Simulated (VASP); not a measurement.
GaIr2, 3 atoms in the cell. Symmetry: P4/mmm, No. 123, tetragonal system. The conventional cell has a = 2.854 Å, b = 2.854 Å, c = 5.767 Å, α = 90.00°, β = 90.00°, γ = 90.00°. Within 3.4 Å of Ga (site symmetry 4/mmm) lie 8 Ir at 2.60 Å and 4 Ga at 2.85 Å. Ir (site symmetry 4mm) has 6 Ir at 2.50 to 3.27 Å and 4 Ga at 2.60 Å within 3.3 Å. The cell was generated, and may not be a known phase.

```yaml
Program: VASP 6.6.1
Task: single point
Functional: PBE
Potentials_or_basis: VASP PAW PBE potentials, release 64 (Ga_d, Ir)
Cutoff: 520 eV
k_mesh: 16 × 16 × 8
Occupations: gaussian, width 0.1 eV
Spin: no spin polarisation
Dipole_correction: no
Further_INCAR_settings: ALGO = Fast; EDIFF = 1e-06; NBANDS = 22
```

Potentials or basis: VASP PAW PBE potentials, release 64 (Ga_d, Ir).

Command:

```bash
$ cat potpaw_PBE.64/Ga_d/POTCAR potpaw_PBE.64/Ir/POTCAR > POTCAR
$ mpirun -np 1 vasp_std > vasp.out
```

Hardware: 1 thread of Oxide Virtual Turin-like Processor, on a shared host.

Problem. Estimate the wall time of this run.

Solution. It took 3.9 min on 1 thread of Oxide Virtual Turin-like Processor (shared host), peak memory 0.31 GiB. Counts: scf iterations 14, k points 225.
